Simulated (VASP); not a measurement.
# SrB3Rh (Cmmm) in VASP: further runs, part 2 of 2

VASP 6.6.1. The steps go on from the part before.

## Step 3: Relaxation of cell and atoms, PBE

Input file INCAR:

```
SYSTEM = SrB3Rh
  PREC = Accurate
  ENCUT = 600
  EDIFF = 1E-7
  ISMEAR = 0
  SIGMA = 0.1
  LREAL = .False.
  LASPH = .True.
  NELM = 60
  ALGO = Normal
  ISIF = 3
  LWAVE = .False.
  LCHARG = .False.
  GGA = PE
  IBRION = 2
  NSW = 90
  EDIFFG = -0.04
```

Input file KPOINTS:

```
regular mesh
0
Gamma
  6 6 4
  0 0 0
```

Input file POSCAR:

```
SrB3Rh
1.0
    2.1544649800     -3.1181735700      0.0000000000
    2.1544649800      3.1181735700      0.0000000000
    0.0000000000      0.0000000000      5.5068683700
Sr B Rh
1 3 1
Direct
    0.0000000000      0.0000000000      0.5000000000
    0.0000000000      0.5000000000      0.0000000000
    0.5000000000      0.0000000000      0.0000000000
    0.5000000000      0.5000000000      0.5000000000
    0.5000000000      0.5000000000      0.0000000000
```

Potentials or basis: VASP PAW PBE potentials, release 64 (Sr_sv, B, Rh_pv).

Run with:

```bash
cat potpaw_PBE.64/Sr_sv/POTCAR potpaw_PBE.64/B/POTCAR potpaw_PBE.64/Rh_pv/POTCAR > POTCAR
mpirun -np 1 vasp_std > vasp.out
```

OUTCAR:

```text
SYSTEM = SrB3Rh
   PREC = Accurate
   ENCUT = 600
   EDIFF = 1E-7
   ISMEAR = 0
   LREAL = .False.
   LASPH = .True.
   NELM = 60
   ISIF = 3
   GGA = PE
   IBRION = 2
   NSW = 90
   EDIFFG = -0.04

 ion  position               nearest neighbor table
   1  0.000  0.000  0.500-   4 2.15   4 2.15   4 3.12   4 3.12   3 3.34   2 3.34   3 3.34   2 3.34
                             3 3.34   2 3.34   3 3.34   2 3.34   5 3.50   5 3.50   5 3.50   5 3.50
   2  0.000  0.500  0.000-   5 1.90   5 1.90   3 2.15   3 2.15   1 3.34   1 3.34   1 3.34   1 3.34

   3  0.500  0.000  0.000-   5 1.90   5 1.90   2 2.15   2 2.15   1 3.34   1 3.34   1 3.34   1 3.34

   4  0.500  0.500  0.500-   1 2.15   1 2.15   5 2.75   5 2.75   1 3.12   1 3.12
   5  0.500  0.500  0.000-   2 1.90   3 1.90   3 1.90   2 1.90   4 2.75   4 2.75   1 3.50   1 3.50
                             1 3.50   1 3.50   1 4.16   1 4.16   1 4.16   1 4.16

  LATTYP: Found a base centered orthorhombic cell.
 ALAT       =     4.3089299600
 B/A-ratio  =     1.4473076142
 C/A-ratio  =     1.2780129687

  Lattice vectors:

 A1 = (   2.1544649800,  -3.1181735700,   0.0000000000)
 A2 = (   2.1544649800,   3.1181735700,   0.0000000000)
 A3 = (   0.0000000000,   0.0000000000,   5.5068683700)

Analysis of symmetry for initial positions (statically):
=====================================================================
 Subroutine PRICEL returns:
 Original cell was already a primitive cell.

 Routine SETGRP: Setting up the symmetry group for a
 base centered orthorhombic supercell.

 Subroutine GETGRP returns: Found  8 space group operations
 (whereof  8 operations were pure point group operations)
 out of a pool of  8 trial point group operations.

The static configuration has the point symmetry D_2h.

Analysis of symmetry for dynamics (positions and initial velocities):
=====================================================================
 Subroutine PRICEL returns:
 Original cell was already a primitive cell.

 Routine SETGRP: Setting up the symmetry group for a
 base centered orthorhombic supercell.

 Subroutine GETGRP returns: Found  8 space group operations
 (whereof  8 operations were pure point group operations)
 out of a pool of  8 trial point group operations.

The dynamic configuration has the point symmetry D_2h.

 Subroutine INISYM returns: Found  8 space group operations
 (whereof  8 operations are pure point group operations),
 and found     1 'primitive' translations

----------------------------------------------------------------------------------------

                                     Primitive cell

  volume of cell :      73.9902

  direct lattice vectors                    reciprocal lattice vectors
     2.154464980 -3.118173570  0.000000000     0.232076179 -0.160350278  0.000000000
     2.154464980  3.118173570  0.000000000     0.232076179  0.160350278  0.000000000
     0.000000000  0.000000000  5.506868370     0.000000000  0.000000000  0.181591411

  length of vectors
     3.790082554  3.790082554  5.506868370     0.282084322  0.282084322  0.181591411

  position of ions in fractional coordinates (direct lattice)
     0.000000000  0.000000000  0.500000000
     0.000000000  0.500000000  0.000000000
     0.500000000  0.000000000  0.000000000
     0.500000000  0.500000000  0.500000000
[... 30 lines left out ...]

 Subroutine IBZKPT returns following result:
 ===========================================

 Found     39 irreducible k-points:

 Following reciprocal coordinates:
            Coordinates               Weight
  0.000000  0.000000  0.000000      1.000000
  0.166667  0.000000  0.000000      4.000000
  0.333333  0.000000  0.000000      4.000000
  0.500000  0.000000  0.000000      2.000000
  0.166667  0.166667  0.000000      2.000000
  0.333333  0.166667  0.000000      4.000000
[... 16 lines left out ...]
  0.333333  0.333333  0.250000      4.000000
  0.500000  0.333333  0.250000      8.000000
 [... further k-points ...]
   k-points           NKPTS =     39   k-points in BZ     NKDIM =     39   number of bands    NBANDS=     21
   number of dos      NEDOS =    301   number of ions     NIONS =      5
   total plane-waves  NPLWV =  43200
   dimension x,y,z NGX =    30 NGY =   30 NGZ =   48
   dimension x,y,z NGXF=    60 NGYF=   60 NGZF=   96
   ions per type =               1   3   1
   NGX,Y,Z   is equivalent  to a cutoff of  13.16, 13.16, 14.49 a.u.
   NGXF,Y,Z  is equivalent  to a cutoff of  26.32, 26.32, 28.98 a.u.
 SYSTEM =  SrB3Rh
   PREC   = accura    normal or accurate (medium, high low for compatibility)
   ISTART =      0    job   : 0-new  1-cont  2-samecut
   ICHARG =      2    charge: 1-file 2-atom 10-const
   ISPIN  =      1    spin polarized calculation?
   LNONCOLLINEAR =      F non collinear calculations
   LSORBIT =      F    spin-orbit coupling
   LASPH  =      T    aspherical Exc in radial PAW
   ENCUT  =  600.0 eV  44.10 Ry    6.64 a.u.   7.57  7.57 11.00*2*pi/ulx,y,z
   NELM   =     60;   NELMIN=  2; NELMDL= -5     # of ELM steps
   EDIFF  = 0.1E-06   stopping-criterion for ELM
   LREAL  =      F    real-space projection
   EDIFFG = -.4E-01   stopping-criterion for IOM
   NSW    =     90    number of steps for IOM
   IBRION =      2    ionic relax: 0-MD 1-quasi-New 2-CG
   NFREE  =      1    steps in history (QN), initial steepest desc. (CG)
   ISIF   =      3    stress and relaxation
   ISYM   =      2    0-nonsym 1-usesym 2-fastsym
   POTIM  = 0.5000    time-step for ionic-motion
   TEBEG  =    0.0;   TEEND  =   0.0 temperature during run
   PSTRESS=    0.0 pullay stress
   NELECT =      34.0000    total number of electrons
   NUPDOWN=      -1.0000    fix difference up-down
   EMIN   =  10.00;   EMAX   =-10.00  energy-range for DOS
   EFERMI =   0.00;   METHOD = LEGACY
   ISMEAR =     0;   SIGMA  =   0.10  broadening in eV -4-tet -1-fermi 0-gaus
   EFERMI_NEDOS =   21; number of points for ismear=-14 and -15
   IALGO  =     38    algorithm
   IMIX   =      4    mixing-type and parameters
     AMIX     =   0.40;   BMIX     =  1.00
     AMIX_MAG =   1.60;   BMIX_MAG =  1.00
  volume/ion in A,a.u.               =      14.80        99.86
  Fermi-wavevector in a.u.,A,eV,Ry     =   1.263309  2.387308 21.714220  1.595950
  Thomas-Fermi vector in A             =   2.396673
   LORBIT       =      0    0 simple, 1 ext, 2 COOP (PROOUT), +10 PAW based schemes
   GGA     = PE    functional components
   LHFCALC =     F    Hartree Fock is set to
   AEXX    =    0.0000 exact exchange contribution
   IVDW    =     0    specifies the selected vdW correction
   LEPSILON=     F    determine dielectric tensor
   LRPA    =     F    only Hartree local field effects (RPA)
 conjugate gradient relaxation of ions
 non-spin polarized calculation
 Gauss-broadening in eV      SIGMA  =   0.10
  energy-cutoff  :      600.00
  volume of cell :       73.99
 maximum number of plane-waves:      2502
   NGX = 15   NGY = 15   NGZ = 21

--------------------------------------- Ionic step        1  -------------------------------------------

 number of electron      33.9999998 magnetization

 Free energy of the ion-electron system (eV)
  ---------------------------------------------------
  ext. energy  EPLUGINS =         0.00000000
  ---------------------------------------------------
  free energy    TOTEN  =       -22.56839696 eV

  energy without entropy =      -22.55256525  energy(sigma->0) =      -22.56048110

------------------------ aborting loop because EDIFF is reached ----------------------------------------

  FORCE on cell =-STRESS in cart. coord.  units (eV):
  Direction    XX          YY          ZZ          XY          YZ          ZX
  --------------------------------------------------------------------------------------
  -------------------------------------------------------------------------------------
  Total       19.0101330     12.2673550     -5.2950745      0.0000000      0.0000000      0.0000000
  in kB      411.6435563    265.6361013   -114.6590244      0.0000000      0.0000000      0.0000000
  external PRESSURE =     187.5402111 kB  Pullay stress =       0.0000000 kB
[... 1268 lines left out ...]
  FREE ENERGIE OF THE ION-ELECTRON SYSTEM (eV)
  ---------------------------------------------------
  free  energy   TOTEN  =       -24.3057265339 eV

  energy  without entropy=      -24.2758202380  energy(sigma->0) =      -24.29077339

[... ionic steps 4 to 12 ...]

--------------------------------------- Ionic step       13  -------------------------------------------

 number of electron      34.0000004 magnetization

------------------------ aborting loop because EDIFF is reached ----------------------------------------
[... 73 lines left out ...]
--------------------------------------- Ionic step       15  -------------------------------------------

 number of electron      34.0000001 magnetization

 Free energy of the ion-electron system (eV)
  ---------------------------------------------------
  ext. energy  EPLUGINS =         0.00000000
  ---------------------------------------------------
  free energy    TOTEN  =       -26.46773240 eV

  energy without entropy =      -26.45386274  energy(sigma->0) =      -26.46079757

 E-fermi :   6.2439     XC(G=0): -10.9411

 val. band max:        6.1461593897   @ k =   0.0000   0.0000   0.0000
 cond. band min:       6.3041813093   @ k =  -0.3333   0.3333   0.5000
 fundamental gap:      0.1580219196
 Fermi energy:         6.2438778241
[... 608 lines left out ...]
  FREE ENERGIE OF THE ION-ELECTRON SYSTEM (eV)
  ---------------------------------------------------
  free  energy   TOTEN  =       -26.4677323951 eV

  energy  without entropy=      -26.4538627443  energy(sigma->0) =      -26.46079757

 reached required accuracy - stopping structural energy minimisation
```

CONTCAR:

```text
SrB3Rh
   1.00000000000000
     2.9243614235316389   -2.9423400564607221    0.0000000000000000
     2.9243614235316389    2.9423400564607221    0.0000000000000000
     0.0000000000000000    0.0000000000000000    4.1503722867288184
  Sr              B               Rh
     1     3     1
Direct
     1.0000000000000000    0.0000000000000000    0.5000000000000000
     1.0000000000000000    0.5000000000000000    0.0000000000000000
     0.5000000000000000    0.0000000000000000    0.0000000000000000
     0.5000000000000000    0.5000000000000000    0.5000000000000000
     0.5000000000000000    0.5000000000000000    0.0000000000000000

  0.00000000E+00  0.00000000E+00  0.00000000E+00
  0.00000000E+00  0.00000000E+00  0.00000000E+00
  0.00000000E+00  0.00000000E+00  0.00000000E+00
  0.00000000E+00  0.00000000E+00  0.00000000E+00
  0.00000000E+00  0.00000000E+00  0.00000000E+00
```

Run time: 16 min. Hardware: 1 thread of Intel Xeon Platinum 8259CL at 2.50GHz (Skylake/Cascade Lake), shared host; peak memory 0.27 GiB.

Results:

```
Free energy                           : -26.4677 eV
Relaxed volume                        : 14.28 Å³/atom
Relaxed cell                          : a = 4.148 Å, b = 4.148 Å, c = 4.150 Å, α = 90.00°, β = 90.00°, γ = 90.35°
Space group after relaxing (to 0.1 Å) : Pm-3m (No. 221)
Energy gained by relaxing             : 779.9 meV/atom
Ionic steps                           : 15
Pressure after relaxing               : 0.1 GPa
Band gap on the k mesh                : zero (bands 17 and 18 overlap by 0.54 eV)
```

Stress tensor (GPa, compression positive):
```
 0.10  0.00  0.00
 0.00 -0.01  0.00
 0.00  0.00  0.08
```

The path:
| step | energy change (eV) | largest force (eV/Å) | pressure (GPa) | volume (Å³) |
| --- | --- | --- | --- | --- |
| 1 | 0.0000 | 0.0000 | 18.75 | 73.99 |
| 2 | -1.6390 | 0.0000 | -12.28 | 92.92 |
| 3 | -1.7373 | 0.0000 | -7.77 | 88.18 |
| 4 | -2.8109 | 0.0000 | -8.10 | 81.98 |
| 5 | -0.5374 | 0.0000 | 42.80 | 59.91 |
| 6 | -3.3813 | 0.0000 | -6.81 | 77.83 |
| 7 | -3.7727 | 0.0000 | 4.97 | 69.19 |
| 8 | -3.8343 | 0.0000 | -1.42 | 72.41 |
| 9 | -3.8516 | 0.0000 | 0.37 | 71.35 |
| 10 | -3.8497 | 0.0000 | 1.06 | 70.98 |
| 11 | -3.8862 | 0.0000 | -0.49 | 71.77 |
| 12 | -3.8935 | 0.0000 | -1.40 | 72.28 |
| 13 | -3.8961 | 0.0000 | 1.19 | 70.79 |
| 14 | -3.8989 | 0.0000 | 0.08 | 71.41 |
| 15 | -3.8993 | 0.0000 | 0.06 | 71.42 |

Final structure:
```cif
data_structure
_symmetry_space_group_name_H-M 'P 1'
_symmetry_Int_Tables_number 1
_cell_length_a 4.1484
_cell_length_b 4.1484
_cell_length_c 4.1504
_cell_angle_alpha 90.000
_cell_angle_beta 90.000
_cell_angle_gamma 90.351
_cell_volume 71.42
loop_
_atom_site_label
_atom_site_type_symbol
_atom_site_fract_x
_atom_site_fract_y
_atom_site_fract_z
_atom_site_occupancy
Sr1 Sr 0.00000 0.00000 0.50000 1
B1 B 0.00000 0.50000 0.00000 1
B2 B 0.50000 0.00000 0.00000 1
B3 B 0.50000 0.50000 0.50000 1
Rh1 Rh 0.50000 0.50000 0.00000 1
```

Caveat: a cell axis changed by over 15 % at a fixed basis, so the end point is rough.
